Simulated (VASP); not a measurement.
# ScAl3 in VASP: notebook

ScAl3 is run at these levels: PBE; tasks: single point.

Program: VASP 6.6.1. These are calculated values, not measurements. Logs are shortened: lines on timing, memory, paths and dates and some standing lists are left out, and cuts for length are marked.

### 1 The cell of the first run

Symmetry: P4/mmm, No. 123, tetragonal system. Conventional cell: a = 3.777 Å, b = 3.777 Å, c = 3.941 Å, α = 90.00°, β = 90.00°, γ = 90.00°. Sc (site symmetry 4/mmm) has 12 Al at 2.67 to 2.73 Å within 3.5 Å. Al (site symmetry mmm) has 8 Al at 2.67 to 2.73 Å and 4 Sc at 2.73 Å within 3.5 Å. Al (site symmetry 4/mmm) has 4 Sc at 2.67 Å and 8 Al at 2.73 Å within 3.5 Å.

### 2 Single point, PBE (strain -0.080 along x and y, -0.040 along z)

Input file INCAR:

```
PREC     = Accurate       # precision mode
ENCUT    = 520            # plane-wave cutoff, eV
EDIFF    = 1E-7           # SCF threshold, eV
ISMEAR   = 0              # smearing method
SIGMA    = 0.15           # smearing width, eV
LREAL    = F              # projectors in reciprocal space
LASPH    = T              # aspherical terms in the spheres
NELM     = 80             # most SCF steps
ALGO     = Fast           # electronic algorithm
ISIF     = 2              # what is computed and relaxed
LWAVE    = F              # write WAVECAR
LCHARG   = F              # write CHGCAR
GGA      = PE             # functional
NBANDS   = 18             # bands
```

Input file KPOINTS:

```
regular mesh
0
Gamma
  12 12 12
```

Input file POSCAR:

```
ScAl3
1.0
    3.7769041482      0.0000000000      0.0000000000
    0.0000000000      3.7769041482      0.0000000000
    0.0000000000      0.0000000000      3.9411173721
Sc Al
1 3
Direct
    0.0000000000      0.0000000000      0.0000000000
    0.5000000000      0.0000000000      0.5000000000
    0.0000000000      0.5000000000      0.5000000000
    0.5000000000      0.5000000000      0.0000000000
```

Potentials or basis: VASP PAW PBE potentials, release 64 (Sc_sv, Al).

On the command line:

```
$ cat potpaw_PBE.64/Sc_sv/POTCAR potpaw_PBE.64/Al/POTCAR > POTCAR
$ mpirun -np 1 vasp_std > vasp.out
```

OUTCAR:

```text
PREC = Accurate
   ENCUT = 520
   EDIFF = 1E-7
   ISMEAR = 0
   LREAL = F
   LASPH = T
   NELM = 80
   ISIF = 2
   GGA = PE

 ion  position               nearest neighbor table
   1  0.000  0.000  0.000-   4 2.67   4 2.67   4 2.67   4 2.67   3 2.73   3 2.73   3 2.73   3 2.73
                             2 2.73   2 2.73   2 2.73   2 2.73
   2  0.500  0.000  0.500-   3 2.67   3 2.67   3 2.67   3 2.67   4 2.73   1 2.73   4 2.73   4 2.73
                             1 2.73   4 2.73   1 2.73   1 2.73
   3  0.000  0.500  0.500-   2 2.67   2 2.67   2 2.67   2 2.67   4 2.73   1 2.73   1 2.73   1 2.73
                             4 2.73   4 2.73   4 2.73   1 2.73
   4  0.500  0.500  0.000-   1 2.67   1 2.67   1 2.67   1 2.67   3 2.73   2 2.73   2 2.73   2 2.73
                             3 2.73   3 2.73   3 2.73   2 2.73

  LATTYP: Found a simple tetragonal cell.
 ALAT       =     3.7769041482
 C/A-ratio  =     1.0434782609

  Lattice vectors:

 A1 = (   3.7769041482,   0.0000000000,   0.0000000000)
 A2 = (   0.0000000000,   3.7769041482,   0.0000000000)
 A3 = (   0.0000000000,   0.0000000000,   3.9411173721)

Analysis of symmetry for initial positions (statically):
=====================================================================
 Subroutine PRICEL returns:
 Original cell was already a primitive cell.

 Routine SETGRP: Setting up the symmetry group for a
 simple tetragonal supercell.

 Subroutine GETGRP returns: Found 16 space group operations
 (whereof 16 operations were pure point group operations)
 out of a pool of 16 trial point group operations.

The static configuration has the point symmetry D_4h.

Analysis of symmetry for dynamics (positions and initial velocities):
=====================================================================
 Subroutine PRICEL returns:
 Original cell was already a primitive cell.

 Routine SETGRP: Setting up the symmetry group for a
 simple tetragonal supercell.

 Subroutine GETGRP returns: Found 16 space group operations
 (whereof 16 operations were pure point group operations)
 out of a pool of 16 trial point group operations.

The dynamic configuration has the point symmetry D_4h.

 Subroutine INISYM returns: Found 16 space group operations
 (whereof 16 operations are pure point group operations),
 and found     1 'primitive' translations

----------------------------------------------------------------------------------------

                                     Primitive cell

  volume of cell :      56.2201

  direct lattice vectors                    reciprocal lattice vectors
     3.776904148  0.000000000  0.000000000     0.264767111  0.000000000  0.000000000
     0.000000000  3.776904148  0.000000000     0.000000000  0.264767111  0.000000000
     0.000000000  0.000000000  3.941117372     0.000000000  0.000000000  0.253735148

  length of vectors
     3.776904148  3.776904148  3.941117372     0.264767111  0.264767111  0.253735148

  position of ions in fractional coordinates (direct lattice)
     0.000000000  0.000000000  0.000000000
     0.500000000  0.000000000  0.500000000
     0.000000000  0.500000000  0.500000000
     0.500000000  0.500000000  0.000000000

  ion indices of the primitive-cell ions
   primitive index   ion index
                 1           1
                 2           2
                 3           3
                 4           4

----------------------------------------------------------------------------------------

 KPOINTS: regular mesh

Automatic generation of k-mesh.
 Grid dimensions read from file:
 generate k-points for:   12   12   12

 Generating k-lattice:

  Cartesian coordinates                     Fractional coordinates (reciprocal lattice)
     0.022063926  0.000000000  0.000000000     0.083333333  0.000000000  0.000000000
     0.000000000  0.022063926  0.000000000     0.000000000  0.083333333  0.000000000
     0.000000000  0.000000000  0.021144596     0.000000000  0.000000000  0.083333333

  Length of vectors
     0.022063926  0.022063926  0.021144596

  Shift w.r.t. Gamma in fractional coordinates (k-lattice)
     0.000000000  0.000000000  0.000000000

 Subroutine IBZKPT returns following result:
 ===========================================

 Found    196 irreducible k-points:

 Following reciprocal coordinates:
            Coordinates               Weight
  0.000000  0.000000  0.000000      1.000000
  0.083333  0.000000  0.000000      4.000000
  0.166667  0.000000  0.000000      4.000000
  0.250000  0.000000  0.000000      4.000000
  0.333333  0.000000  0.000000      4.000000
  0.416667  0.000000  0.000000      4.000000
[... 16 lines left out ...]
  0.333333  0.333333  0.000000      4.000000
  0.416667  0.333333  0.000000      8.000000
 [... further k-points ...]
   k-points           NKPTS =    196   k-points in BZ     NKDIM =    196   number of bands    NBANDS=     18
   number of dos      NEDOS =    301   number of ions     NIONS =      4
   total plane-waves  NPLWV =  23520
   dimension x,y,z NGX =    28 NGY =   28 NGZ =   30
   dimension x,y,z NGXF=    56 NGYF=   56 NGZF=   60
   ions per type =               1   3
   NGX,Y,Z   is equivalent  to a cutoff of  12.32, 12.32, 12.65 a.u.
   NGXF,Y,Z  is equivalent  to a cutoff of  24.65, 24.65, 25.31 a.u.
 SYSTEM =  unknown system
   PREC   = accura    normal or accurate (medium, high low for compatibility)
   ISTART =      0    job   : 0-new  1-cont  2-samecut
   ICHARG =      2    charge: 1-file 2-atom 10-const
   ISPIN  =      1    spin polarized calculation?
   LNONCOLLINEAR =      F non collinear calculations
   LSORBIT =      F    spin-orbit coupling
   LASPH  =      T    aspherical Exc in radial PAW
   ENCUT  =  520.0 eV  38.22 Ry    6.18 a.u.   7.02  7.02  7.33*2*pi/ulx,y,z
   NELM   =     80;   NELMIN=  2; NELMDL= -5     # of ELM steps
   EDIFF  = 0.1E-06   stopping-criterion for ELM
   LREAL  =      F    real-space projection
   EDIFFG = 0.1E-05   stopping-criterion for IOM
   NSW    =      0    number of steps for IOM
   IBRION =     -1    ionic relax: 0-MD 1-quasi-New 2-CG
   NFREE  =      0    steps in history (QN), initial steepest desc. (CG)
   ISIF   =      2    stress and relaxation
   ISYM   =      2    0-nonsym 1-usesym 2-fastsym
   POTIM  = 0.5000    time-step for ionic-motion
   TEBEG  =    0.0;   TEEND  =   0.0 temperature during run
   PSTRESS=    0.0 pullay stress
   NELECT =      20.0000    total number of electrons
   NUPDOWN=      -1.0000    fix difference up-down
   EMIN   =  10.00;   EMAX   =-10.00  energy-range for DOS
   EFERMI =   0.00;   METHOD = LEGACY
   ISMEAR =     0;   SIGMA  =   0.15  broadening in eV -4-tet -1-fermi 0-gaus
   EFERMI_NEDOS =   21; number of points for ismear=-14 and -15
   IALGO  =     68    algorithm
   IMIX   =      4    mixing-type and parameters
     AMIX     =   0.40;   BMIX     =  1.00
     AMIX_MAG =   1.60;   BMIX_MAG =  1.00
  volume/ion in A,a.u.               =      14.06        94.85
  Fermi-wavevector in a.u.,A,eV,Ry     =   1.159990  2.192064 18.307697  1.345578
  Thomas-Fermi vector in A             =   2.296577
   LORBIT       =      0    0 simple, 1 ext, 2 COOP (PROOUT), +10 PAW based schemes
   GGA     = PE    functional components
   LHFCALC =     F    Hartree Fock is set to
   AEXX    =    0.0000 exact exchange contribution
   IVDW    =     0    specifies the selected vdW correction
   LEPSILON=     F    determine dielectric tensor
   LRPA    =     F    only Hartree local field effects (RPA)
 non-spin polarized calculation
 RMM-DIIS sequential band-by-band and
 Gauss-broadening in eV      SIGMA  =   0.15
  energy-cutoff  :      520.00
  volume of cell :       56.22
 maximum number of plane-waves:      1534
   NGX = 15   NGY = 15   NGZ = 15

 number of electron      20.0000003 magnetization

 Free energy of the ion-electron system (eV)
  ---------------------------------------------------
  ext. energy  EPLUGINS =         0.00000000
  ---------------------------------------------------
  free energy    TOTEN  =       -18.31561323 eV

  energy without entropy =      -18.30220099  energy(sigma->0) =      -18.30890711

 E-fermi :   9.1368     XC(G=0): -11.1970

 val. band max:        9.1361772573   @ k =   0.1667   0.0000   0.1667
 cond. band min:       9.1377463072   @ k =   0.2500   0.0000   0.5000
 fundamental gap:      0.0015690499
 Fermi energy:         9.1367513020

 k-point     1 :       0.0000    0.0000    0.0000
  band No.  band energies     occupation
      1     -39.1540      2.00000
      2     -17.9647      2.00000
      3     -17.9326      2.00000
      4     -17.9326      2.00000
      5      -1.9138      2.00000
      6       6.0129      2.00000
[... 10 lines left out ...]
     17      15.5421      0.00000
     18      15.6676      0.00000

 k-point     2 :       0.0833    0.0000    0.0000
  band No.  band energies     occupation
      1     -39.1537      2.00000
      2     -17.9641      2.00000
      3     -17.9387      2.00000
      4     -17.9321      2.00000
      5      -1.8362      2.00000
      6       5.7735      2.00000
[... 10 lines left out ...]
     17      15.6600      0.00000
     18      15.7864      0.00000

 k-point     3 :       0.1667    0.0000    0.0000
  band No.  band energies     occupation
      1     -39.1528      2.00000
      2     -17.9628      2.00000
      3     -17.9554      2.00000
      4     -17.9309      2.00000
      5      -1.6056      2.00000
      6       4.8301      2.00000
[... 10 lines left out ...]
     17      15.7470      0.00000
     18      16.0550      0.00000

 k-point     4 :       0.2500    0.0000    0.0000
  band No.  band energies     occupation
      1     -39.1517      2.00000
      2     -17.9780      2.00000
      3     -17.9609      2.00000
      4     -17.9292      2.00000
      5      -1.2287      2.00000
      6       3.7595      2.00000
[... 375 lines left out ...]
      4     -17.9536      2.00000
      5       0.8302      2.00000
      6       1.9028      2.00000
[... 10 lines left out ...]
     17      15.3788      0.00000
     18      15.5334      0.00000

 k-point    23 :       0.3333    0.3333    0.0000
  band No.  band energies     occupation
      1     -39.1472      2.00000
      2     -17.9926      2.00000
      3     -17.9894      2.00000
      4     -17.9536      2.00000
      5       0.3430      2.00000
      6       3.5286      2.00000
[... 10 lines left out ...]
     17      14.3783      0.00000
     18      16.8942      0.00000

 k-point    24 :       0.4167    0.3333    0.0000
  band No.  band energies     occupation
      1     -39.1464      2.00000
      2     -18.0064      2.00000
      3     -17.9886      2.00000
      4     -17.9523      2.00000
      5       0.8534      2.00000
      6       2.8294      2.00000
[... 10 lines left out ...]
     17      14.4740      0.00000
     18      16.4689      0.00000

 [... further k-points ...]
[... 5 lines left out ...]
  --------------------------------------------------------------------------------------
  -------------------------------------------------------------------------------------
  Total       10.8289214     10.8289214      7.4167837      0.0000000     -0.0000000      0.0000000
  in kB      308.6060877    308.6060877    211.3658880      0.0000000     -0.0000000      0.0000000
  external PRESSURE =     276.1926878 kB  Pullay stress =       0.0000000 kB

 VOLUME and BASIS-vectors are now :
 -----------------------------------------------------------------------------
  energy-cutoff  :      520.00
  volume of cell :       56.22
      direct lattice vectors                 reciprocal lattice vectors
     3.776904148  0.000000000  0.000000000     0.264767111  0.000000000  0.000000000
     0.000000000  3.776904148  0.000000000     0.000000000  0.264767111  0.000000000
     0.000000000  0.000000000  3.941117372     0.000000000  0.000000000  0.253735148

 POSITION                                       TOTAL-FORCE (eV/Angst)
 -----------------------------------------------------------------------------------
      0.00000      0.00000      0.00000         0.000000      0.000000      0.000000
      1.88845      0.00000      1.97056         0.000000      0.000000      0.000000
      0.00000      1.88845      1.97056         0.000000      0.000000      0.000000
      1.88845      1.88845      0.00000         0.000000      0.000000      0.000000
 -----------------------------------------------------------------------------------
    total drift:                               -0.000000     -0.000000     -0.000000

  FREE ENERGIE OF THE ION-ELECTRON SYSTEM (eV)
  ---------------------------------------------------
  free  energy   TOTEN  =       -18.3156132301 eV

  energy  without entropy=      -18.3022009895  energy(sigma->0) =      -18.30890711
```

Run time: 89 s. Hardware: 1 thread of Intel Xeon 6975P-C (Granite Rapids), shared host; peak memory 0.3 GiB.

What came out:

```yaml
Free_energy: -18.3156 eV
Pressure: 27.6 GPa
Band_gap_on_the_k_mesh: zero (band 10 reaches 10.53 eV, above the bottom of band 11 at 6.16 eV)
```

Stress tensor (GPa, compression positive):
```
30.86  0.00  0.00
 0.00 30.86  0.00
 0.00  0.00 21.14
```

Levels at points of the mesh, in eV from the Fermi level:
```
           k point  band 7  band 8  band 9  band 10  band 11  band 12  band 13  band 14
(0.00, 0.00, 0.00)   -2.69   -2.28   -1.61    -1.61     1.23     1.34     1.34     1.52
(0.50, 0.00, 0.00)   -2.33   -1.95   -1.80     0.99     1.19     1.58     1.86     2.22
(0.50, 0.50, 0.00)   -5.72   -4.83   -0.88    -0.88     0.98     1.25     2.73     3.25
(0.00, 0.00, 0.50)   -1.87   -1.87   -1.81     1.39     1.56     1.56     1.91     2.27
(0.50, 0.00, 0.50)   -5.87   -4.79   -0.61    -0.47     1.44     1.78     2.35     3.08
(0.50, 0.50, 0.50)   -5.10   -5.10   -3.23    -2.97    -2.97     1.49     3.07     3.32
```

Caveat: the cell differs from its parent crystal (strain -0.080 along x and y, -0.040 along z).

(Part 1 of 2 ends here.)
